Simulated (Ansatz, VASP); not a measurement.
## One calculation of KCl, two programs

File POSCAR:

```
KCl
1.0
    0.0000000000      3.4085880000      3.2823440000
    3.4085880000      0.0000000000      3.2823440000
    3.4085880000      3.4085880000      0.0000000000
K Cl
1 1
Direct
    0.0000000000      0.0000000000      0.0000000000
    0.5000000000      0.5000000000      0.5000000000
```

The input INCAR.step1:

```
PREC     = Accurate       # precision mode
ENCUT    = 550            # plane-wave cutoff, eV
ISMEAR   = 0              # smearing method
SIGMA    = 0.05           # smearing width, eV
LREAL    = False          # projectors in reciprocal space
LASPH    = True           # aspherical terms in the spheres
NELM     = 120            # most SCF steps
NBANDS   = 15             # bands
GGA      = PE             # functional
ALGO     = Normal         # electronic algorithm
EDIFF    = 1E-5           # SCF threshold, eV
LWAVE    = True           # write WAVECAR
LCHARG   = False          # write CHGCAR
GGA_COMPAT= False
```

The input INCAR.step2:

```
PREC     = Accurate       # precision mode
ENCUT    = 550            # plane-wave cutoff, eV
EDIFF    = 1E-6           # SCF threshold, eV
ISMEAR   = 0              # smearing method
SIGMA    = 0.05           # smearing width, eV
LREAL    = False          # projectors in reciprocal space
LASPH    = True           # aspherical terms in the spheres
NELM     = 120            # most SCF steps
ALGO     = Normal         # electronic algorithm
ISIF     = 2              # what is computed and relaxed
LWAVE    = False          # write WAVECAR
LCHARG   = True           # write CHGCAR
METAGGA  = R2SCAN         # meta-GGA
LMIXTAU  = True         
LELF     = True           # ELF
LVHAR    = True         
NBANDS   = 15             # bands
ISTART   = 1            
GGA_COMPAT= False
```

File KPOINTS:

```
Automatic mesh
0
Gamma
  6 6 6
```

Input for Ansatz:

```yaml
crystal:
  lattice:
    - [0.0, 3.408588, 3.282344]
    - [3.408588, 0.0, 3.282344]
    - [3.408588, 3.408588, 0.0]
  atoms:
    - { symbol: K, position: [0.0, 0.0, 0.0] }
    - { symbol: Cl, position: [0.5, 0.5, 0.5] }
basis:
  ecutwfc: 500
kpoints:
  mp_grid: { grid: [6, 6, 6] }
hamiltonian:
  xc: r2scan
scf:
  occupations: { method: gaussian, width: 0.05 }
output:
  forces: true
  stress: true
  eigenvalues: true
```

Change from the starting cell: strain +0.080 along x and y, +0.040 along z, atoms carried along.

Alike in both runs: task single point; functional r2SCAN; k mesh 6 × 6 × 6; occupations gaussian, width 0.05 eV; no spin polarisation.

```csv
,VASP,Ansatz
version,VASP 6.6.1,Ansatz 0.2.0
potentials or method,"VASP PAW PBE potentials, release 64 (K_sv, Cl), cutoff 550 eV","scalar-relativistic, plane waves, PAW"
valence electrons in the cell,16,16
```

```tsv
	VASP	Ansatz	Ansatz less VASP
gap on the k mesh at the Fermi level (eV)	5.20	5.19	-0.003
least direct gap on the mesh (eV)	5.20	5.19	-0.003
pressure (GPa)	-2.3	-2.3	+0.03
traceless stress, the component that is largest in VASP (GPa)	0.29	0.28	-0.004
```

VASP's potentials were made for PBE, not for r2SCAN.
